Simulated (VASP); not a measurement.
# GaAs (F-43m) in VASP: notebook, part 2 of 2

VASP 6.6.1.

## Step 3: Single point, PBE

This run uses another cell than the first one, of 21.91 Å³/atom, 1.032 times its volume.

Input file INCAR:

```
SYSTEM = GaAs
PREC = Accurate
ENCUT = 520
EDIFF = 1E-6
ISMEAR = 0
SIGMA = 0.01
LREAL = .FALSE.
LASPH = .TRUE.
NELM = 80
ALGO = Normal
ISIF = 2
LWAVE = .FALSE.
LCHARG = .TRUE.
GGA = PE
LELF = .TRUE.
LVHAR = .TRUE.
NBANDS = 16
```

Input file KPOINTS:

```
Automatic mesh
0
G
  6 6 6
  0 0 0
```

Input file POSCAR:

```
GaAs
1.0
    0.0000000000      2.7982940072      2.7982940072
    2.7982940072      0.0000000000      2.7982940072
    2.7982940072      2.7982940072      0.0000000000
Ga As
1 1
Direct
    0.0000000000      0.0000000000      0.0000000000
    0.2500000000      0.2500000000      0.2500000000
```

Potentials or basis: VASP PAW PBE potentials, release 64 (Ga_d, As).

Run with:

```sh
cat potpaw_PBE.64/Ga_d/POTCAR potpaw_PBE.64/As/POTCAR > POTCAR
mpirun -np 1 vasp_std > vasp.out
```

OUTCAR:

```text
SYSTEM = GaAs
   PREC = Accurate
   ENCUT = 520
   EDIFF = 1E-6
   ISMEAR = 0
   LREAL = .FALSE.
   LASPH = .TRUE.
   NELM = 80
   ISIF = 2
   GGA = PE

 ion  position               nearest neighbor table
   1  0.000  0.000  0.000-   2 2.42   2 2.42   2 2.42   2 2.42
   2  0.250  0.250  0.250-   1 2.42   1 2.42   1 2.42   1 2.42

  LATTYP: Found a face centered cubic cell.
 ALAT       =     5.5965880144

  Lattice vectors:

 A1 = (   0.0000000000,   2.7982940072,   2.7982940072)
 A2 = (   2.7982940072,   0.0000000000,   2.7982940072)
 A3 = (   2.7982940072,   2.7982940072,   0.0000000000)

Analysis of symmetry for initial positions (statically):
=====================================================================
 Subroutine PRICEL returns:
 Original cell was already a primitive cell.

 Routine SETGRP: Setting up the symmetry group for a
 face centered cubic supercell.

 Subroutine GETGRP returns: Found 24 space group operations
 (whereof 24 operations were pure point group operations)
 out of a pool of 48 trial point group operations.

The static configuration has the point symmetry T_d .

Analysis of symmetry for dynamics (positions and initial velocities):
=====================================================================
 Subroutine PRICEL returns:
 Original cell was already a primitive cell.

 Routine SETGRP: Setting up the symmetry group for a
 face centered cubic supercell.

 Subroutine GETGRP returns: Found 24 space group operations
 (whereof 24 operations were pure point group operations)
 out of a pool of 48 trial point group operations.

The dynamic configuration has the point symmetry T_d .

 Subroutine INISYM returns: Found 24 space group operations
 (whereof 24 operations are pure point group operations),
 and found     1 'primitive' translations

[... 100 lines left out ...]
   ISMEAR =     0;   SIGMA  =   0.01  broadening in eV -4-tet -1-fermi 0-gaus
   EFERMI_NEDOS =   21; number of points for ismear=-14 and -15
   IALGO  =     38    algorithm
   IMIX   =      4    mixing-type and parameters
     AMIX     =   0.40;   BMIX     =  1.00
     AMIX_MAG =   1.60;   BMIX_MAG =  1.00
  volume/ion in A,a.u.               =      21.91       147.87
  Fermi-wavevector in a.u.,A,eV,Ry     =   1.216921  2.299647 20.148817  1.480896
  Thomas-Fermi vector in A             =   2.352259
   LORBIT       =      0    0 simple, 1 ext, 2 COOP (PROOUT), +10 PAW based schemes
   GGA     = PE    functional components
   LHFCALC =     F    Hartree Fock is set to
   AEXX    =    0.0000 exact exchange contribution
   IVDW    =     0    specifies the selected vdW correction
   LEPSILON=     F    determine dielectric tensor
   LRPA    =     F    only Hartree local field effects (RPA)
 non-spin polarized calculation
 Gauss-broadening in eV      SIGMA  =   0.01
  energy-cutoff  :      520.00
  volume of cell :       43.82
 maximum number of plane-waves:      1243
 NGX is ok and might be reduce to    30
   NGX = 15   NGY = 15   NGZ = 15

 number of electron      18.0000014 magnetization

 Free energy of the ion-electron system (eV)
  ---------------------------------------------------
  ext. energy  EPLUGINS =         0.00000000
  ---------------------------------------------------
  free energy    TOTEN  =        -8.18745311 eV

  energy without entropy =       -8.18745311  energy(sigma->0) =       -8.18745311

 E-fermi :   4.3336     XC(G=0):  -9.7214

 val. band max:        4.2316184868   @ k =   0.0000   0.0000   0.0000
 cond. band min:       4.9822329738   @ k =   0.0000   0.0000   0.0000
 fundamental gap:      0.7506144870
 Fermi energy:         4.3336076701

 k-point     1 :       0.0000    0.0000    0.0000
  band No.  band energies     occupation
      1     -10.6447      2.00000
      2     -10.6447      2.00000
      3     -10.6447      2.00000
      4     -10.5580      2.00000
      5     -10.5580      2.00000
      6      -8.7182      2.00000
[... 281 lines left out ...]
      3     -10.5952      2.00000
      4     -10.5746      2.00000
      5     -10.5502      2.00000
      6      -6.0250      2.00000
[... 8 lines left out ...]
     15      16.6452      0.00000
     16      17.7657      0.00000

------------------------ aborting loop because EDIFF is reached ----------------------------------------

  FORCE on cell =-STRESS in cart. coord.  units (eV):
  Direction    XX          YY          ZZ          XY          YZ          ZX
  --------------------------------------------------------------------------------------
  -------------------------------------------------------------------------------------
  Total        1.6261283      1.6261283      1.6261283      0.0000000     -0.0000000      0.0000000
  in kB       59.4504810     59.4504810     59.4504810      0.0000000     -0.0000000      0.0000000
  external PRESSURE =      59.4504810 kB  Pullay stress =       0.0000000 kB

 VOLUME and BASIS-vectors are now :
 -----------------------------------------------------------------------------
  energy-cutoff  :      520.00
  volume of cell :       43.82
      direct lattice vectors                 reciprocal lattice vectors
     0.000000000  2.798294007  2.798294007    -0.178680295  0.178680295  0.178680295
     2.798294007  0.000000000  2.798294007     0.178680295 -0.178680295  0.178680295
     2.798294007  2.798294007  0.000000000     0.178680295  0.178680295 -0.178680295

 POSITION                                       TOTAL-FORCE (eV/Angst)
 -----------------------------------------------------------------------------------
      0.00000      0.00000      0.00000        -0.000000     -0.000000     -0.000000
      1.39915      1.39915      1.39915         0.000000      0.000000      0.000000
 -----------------------------------------------------------------------------------
    total drift:                                0.000001      0.000001      0.000001

  FREE ENERGIE OF THE ION-ELECTRON SYSTEM (eV)
  ---------------------------------------------------
  free  energy   TOTEN  =        -8.1874531079 eV

  energy  without entropy=       -8.1874531079  energy(sigma->0) =       -8.18745311
```

OSZICAR:

```text
N       E                     dE             d eps       ncg     rms          rms(c)
DAV:   1     0.879630369055E+02    0.87963E+02   -0.90179E+03   512   0.159E+03
DAV:   2    -0.172291274488E+01   -0.89686E+02   -0.85004E+02   568   0.322E+02
DAV:   3    -0.826603344184E+01   -0.65431E+01   -0.65245E+01   608   0.670E+01
DAV:   4    -0.835704031855E+01   -0.91007E-01   -0.90995E-01   640   0.890E+00
DAV:   5    -0.835827936668E+01   -0.12390E-02   -0.12390E-02   608   0.937E-01    0.301E+00
DAV:   6    -0.820839772967E+01    0.14988E+00   -0.21414E-01   760   0.824E+00    0.182E+00
DAV:   7    -0.818604177633E+01    0.22356E-01   -0.69886E-02   656   0.195E+00    0.569E-01
DAV:   8    -0.818692225093E+01   -0.88047E-03   -0.11045E-02   600   0.120E+00    0.121E-01
DAV:   9    -0.818733315815E+01   -0.41091E-03   -0.97988E-04   616   0.363E-01    0.489E-02
DAV:  10    -0.818740240713E+01   -0.69249E-04   -0.77790E-05   712   0.980E-02    0.267E-02
DAV:  11    -0.818745288069E+01   -0.50474E-04   -0.69642E-05   576   0.650E-02    0.287E-03
DAV:  12    -0.818745310788E+01   -0.22719E-06   -0.12122E-06   536   0.168E-02
   1 F= -.81874531E+01 E0= -.81874531E+01  d E =-.523822E-49
```

Run time: 11 s. Hardware: 1 thread of Intel Xeon Platinum 8488C (Sapphire Rapids), shared host; peak memory 0.17 GiB.

Results:

| Quantity | Value |
| --- | --- |
| Free energy | -8.1875 eV |
| Pressure | 5.9 GPa |
| Band gap on the k mesh | 0.75 eV, direct |

Levels at points of the mesh, in eV from the valence-band top:
```
           k point  band 7  band 8  band 9  band 10  band 11  band 12
(0.00, 0.00, 0.00)    0.00    0.00    0.00     0.75     3.73     3.73
(0.50, 0.00, 0.00)   -6.81   -1.19   -1.19     1.08     4.64     4.64
(0.50, 0.50, 0.00)   -6.97   -2.79   -2.79     1.40     1.63    10.41
```

A k mesh can miss the band edges. Expect the measured gap to be larger: semilocal functionals such as PBE lack the derivative discontinuity.

## Step 4: Single point, PBE

This run uses another cell than the first one, of 23.27 Å³/atom, 1.096 times its volume.

Input file INCAR:

```
SYSTEM = GaAs
PREC     = Accurate       ! precision mode
ENCUT    = 520            ! plane-wave cutoff, eV
EDIFF    = 1E-6           ! SCF threshold, eV
ISMEAR   = 0              ! smearing method
SIGMA    = 0.01           ! smearing width, eV
LREAL    = .False.        ! projectors in reciprocal space
LASPH    = .True.         ! aspherical terms in the spheres
NELM     = 60             ! most SCF steps
ALGO     = Normal         ! electronic algorithm
ISIF     = 2              ! what is computed and relaxed
LWAVE    = .False.        ! write WAVECAR
LCHARG   = .True.         ! write CHGCAR
GGA      = PE             ! functional
LELF     = .True.         ! ELF
LVHAR    = .True.       
NBANDS   = 16             ! bands
```

Input file KPOINTS:

```
regular mesh
0
Gamma
  6 6 6
  0 0 0
```

Input file POSCAR:

```
GaAs
1.0
    0.0000000000      2.8548404342      2.8548404342
    2.8548404342      0.0000000000      2.8548404342
    2.8548404342      2.8548404342      0.0000000000
Ga As
1 1
Direct
    0.0000000000      0.0000000000      0.0000000000
    0.2500000000      0.2500000000      0.2500000000
```

Run with:

```sh
cat potpaw_PBE.64/Ga_d/POTCAR potpaw_PBE.64/As/POTCAR > POTCAR
mpirun -np 1 vasp_std > vasp.out
```

It took 11 s on 1 thread of Intel Xeon Platinum 8488C (Sapphire Rapids), shared host; peak memory 0.16 GiB.

The run converged. Its results:

| Item | Value |
| --- | --- |
| Free energy | -8.2470 eV |
| Pressure | 1.3 GPa |
| Band gap on the k mesh | 0.30 eV, direct |

Levels at points of the mesh, in eV from the valence-band top:
```tsv
k point	band 5	band 6	band 7	band 8	band 9	band 10	band 11	band 12	band 13	band 14
(0.00, 0.00, 0.00)	-14.70	-12.52	0.00	0.00	0.00	0.30	3.71	3.71	3.71	7.49
(0.50, 0.00, 0.00)	-14.69	-10.84	-6.49	-1.10	-1.10	0.91	4.62	4.62	7.72	10.18
(0.50, 0.50, 0.00)	-14.69	-10.14	-6.69	-2.58	-2.58	1.51	1.66	9.93	9.93	10.72
```

## Step 5: Single point, PBE

This run uses another cell than the first one, of 23.94 Å³/atom, 1.128 times its volume.

Input file INCAR:

```
SYSTEM = GaAs
PREC     = Accurate       ! precision mode
ENCUT    = 520            ! plane-wave cutoff, eV
EDIFF    = 1E-6           ! SCF threshold, eV
ISMEAR   = 0              ! smearing method
SIGMA    = 0.01           ! smearing width, eV
LREAL    = .FALSE.        ! projectors in reciprocal space
LASPH    = .TRUE.         ! aspherical terms in the spheres
NELM     = 100            ! most SCF steps
ALGO     = Normal         ! electronic algorithm
ISIF     = 2              ! what is computed and relaxed
LWAVE    = .FALSE.        ! write WAVECAR
LCHARG   = .FALSE.        ! write CHGCAR
GGA      = PE             ! functional
NBANDS   = 16             ! bands
```

Input file KPOINTS:

```
Automatic mesh
0
G
  6 6 6
  0 0 0
```

Input file POSCAR:

```
GaAs
1.0
    0.0000000000      2.8822925071      2.8822925071
    2.8822925071      0.0000000000      2.8822925071
    2.8822925071      2.8822925071      0.0000000000
Ga As
1 1
Direct
    0.0000000000      0.0000000000      0.0000000000
    0.2500000000      0.2500000000      0.2500000000
```

Run with:

```sh
cat potpaw_PBE.64/Ga_d/POTCAR potpaw_PBE.64/As/POTCAR > POTCAR
mpirun -np 1 vasp_std > vasp.out
```

Wall time 9.7 s (1 thread of Intel Xeon Platinum 8488C (Sapphire Rapids), shared host); peak memory 0.17 GiB.

It converged, with:

```
Free energy            : -8.2504 eV
Pressure               : -0.5 GPa
Band gap on the k mesh : 0.09 eV, direct
```

Levels at points of the mesh, in eV from the valence-band top:
```tsv
k point	band 5	band 6	band 7	band 8	band 9	band 10	band 11	band 12	band 13	band 14
(0.00, 0.00, 0.00)	-14.66	-12.32	0.00	0.00	0.00	0.09	3.70	3.70	3.70	7.41
(0.50, 0.00, 0.00)	-14.66	-10.73	-6.34	-1.06	-1.06	0.84	4.61	4.61	7.68	9.97
(0.50, 0.50, 0.00)	-14.65	-10.06	-6.56	-2.48	-2.48	1.56	1.67	9.70	9.70	10.47
```

## Step 6: Summary

```tsv
cell	gap on the mesh (eV)	pressure (GPa)
a = 3.916 Å, angles 60.0°, 2 atoms	1.00	8.9
a = 3.957 Å, angles 60.0°, 2 atoms	0.75	5.9
a = 4.037 Å, angles 60.0°, 2 atoms	0.30	1.3
a = 4.076 Å, angles 60.0°, 2 atoms	0.09	-0.5
```

Alike in all rows: task single point; level PBE; potentials or basis VASP PAW PBE potentials, release 64 (Ga_d, As); no spin polarisation; k mesh 6 × 6 × 6; cutoff (eV) 520; smearing gaussian 0.01 eV.

Total energies depend on the potentials used, so only differences within one code and one set of settings carry meaning.

## Step 7: How close it comes

Step 4. A measured gap of GaAs is 1.412 eV (direct; 300 K; “Evidence of valence band perturbations in GaAsN/GaAs(001): A combined variable-angle spectroscopic ellipsometry and modulated photoreflectance investigation”, 2008, arxiv:0805.2212); the calculated 0.30 eV misses it by -1.11 eV. So large a miss can be the level of theory's own, or it may mean another phase, state or a wrong row. 3 values of this kind are on record (1.412 to 1.51 eV); this one was drawn at random among those near their median, those with a stated uncertainty first. Spin-orbit coupling on As, Ga is left out. The value is that of PBE, without temperature or zero-point motion. Semilocal functionals fall short of measured gaps as a rule.

Step 5. Against the measured gap of GaAs, 1.418 eV (direct; 300 K; “Evidence of valence band perturbations in GaAsN/GaAs(001): A combined variable-angle spectroscopic ellipsometry and modulated photoreflectance investigation”, 2008, arxiv:0805.2212), the calculated 0.09 eV is off by -1.33 eV. So large a miss can be the level of theory's own, or it may mean another phase, state or a wrong row. 3 values of this kind are on record (1.412 to 1.51 eV); this one was drawn at random among those near their median, those with a stated uncertainty first. Spin-orbit coupling on As, Ga is left out. The value is that of PBE, without temperature or zero-point motion. Semilocal functionals fall short of measured gaps as a rule.
